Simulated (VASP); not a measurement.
Runs of VASP 6.6.1 on NaH. The structure is that of space group F-43m (No. 216), or close to it. The cells are those of the table. 

| task | level | cell | k mesh | cutoff (eV) | smearing | grid for exact exchange (PRECFOCK) | screening parameter | gap on the mesh (eV) | pressure (GPa) |
| --- | --- | --- | --- | --- | --- | --- | --- | --- | --- |
| single point | r2SCANh | a = 3.673 Å, angles 60.0°, 2 atoms | 6 × 6 × 6 | 520 | gaussian 0.01 eV | Normal | - | 4.68 | -0.2 |
| dielectric tensor | r2SCAN | a = 3.673 Å, angles 60.0°, 2 atoms | 8 × 8 × 8 | 520 | gaussian 0.01 eV | - | - | 4.05 | - |
| relaxation of cell and atoms | r2SCAN | relaxed from a = 3.691 Å, angles 60.0°, 2 atoms | 8 × 8 × 8 | 600 | fermi-dirac 0.02 eV | - | - | 4.05 | 0.0 |
| single point | PBE0 | a = 3.673 Å, angles 60.0°, 2 atoms | 6 × 6 × 6 | 520 | gaussian 0.01 eV | Normal | - | (b) | 0.0 |
| single point | HSE06 | a = 3.673 Å, angles 60.0°, 2 atoms | 6 × 6 × 6 | 520 | gaussian 0.01 eV | Normal | 0.2079 1/Å | 4.63 | (a) |

Alike in all rows: potentials or basis VASP PAW PBE potentials, release 64 (Na_pv, H); no spin polarisation.

**Question.** Estimate the missing entries.

**Answer.** (a) 0.1; (b) 5.35.

Caveats: the PAW data sets were made with another functional, which shifts forces and pressure a little.

A k mesh can miss the band edges.
